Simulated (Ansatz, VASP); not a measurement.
# Two plane-wave programs on KF

Contents of INCAR:

```
SYSTEM = KF
PREC = Accurate
ENCUT = 520
EDIFF = 1E-7
ISMEAR = -1
SIGMA = 0.02
LREAL = .FALSE.
LASPH = .TRUE.
NELM = 100
ALGO = Normal
ISIF = 2
LWAVE = .FALSE.
LCHARG = .TRUE.
GGA = PE
LELF = .TRUE.
LVHAR = .TRUE.
NBANDS = 15
```

KPOINTS

```
Automatic mesh
0
G
  8 8 8
  0 0 0
```

The input POSCAR:

```
KF
1.0
    0.0668728586      2.6589605792      2.6589605792
    2.6589605792      0.0668728586      2.6589605792
    2.7258334378      2.7258334378      0.0000000000
K F
1 1
Direct
    0.0000000000      0.0000000000      0.0000000000
    0.5000000000      0.5000000000      0.5000000000
```

Input for Ansatz:

```yaml
crystal:
  lattice:
    - [0.0668728586, 2.6589605792, 2.6589605792]
    - [2.6589605792, 0.0668728586, 2.6589605792]
    - [2.7258334378, 2.7258334378, 0.0]
  atoms:
    - { symbol: K, position: [0.0, 0.0, 0.0] }
    - { symbol: F, position: [0.5, 0.5, 0.5] }
kpoints:
  mp_grid: { grid: [8, 8, 8] }
  band_path:
    path:
      - [0.0, 0.0, 0.0]
      - [0.5, 0.0, 0.5]
      - [0.625, 0.25, 0.625]
      - [0.375, 0.375, 0.75]
      - [0.5, 0.5, 0.5]
      - [0.5, 0.25, 0.75]
    npoints: 1
hamiltonian:
  xc: pbe
scf:
  occupations: { method: fermi_dirac, width: 0.02 }
  n_extra_bands: 4
output:
  forces: true
  stress: true
  eigenvalues: true
```

Change from the starting cell: shear_xy strain +5.0%.

Alike in both runs: task single point; functional PBE; k mesh 8 × 8 × 8; occupations fermi-dirac, width 0.02 eV; no spin polarisation.

|  | VASP | Ansatz |
| --- | --- | --- |
| version | VASP 6.6.1 | Ansatz 0.2.0 |
| potentials or method | VASP PAW PBE potentials, release 64 (K_sv, F) | plane waves, PAW |
| plane-wave cutoff (eV) | 520 | 420 |
| valence electrons in the cell | 16 | 16 |

|  | VASP | Ansatz | Ansatz less VASP |
| --- | --- | --- | --- |
| gap on the k mesh at the Fermi level (eV) | 6.21 | 6.23 | +0.017 |
| pressure (GPa) | 2.0 | 1.9 | -0.06 |
| traceless stress, the component that is largest in VASP (GPa) | -0.65 | -0.66 | -0.009 |

The functional is the same, so the differences come from potentials, cutoffs and numerics.
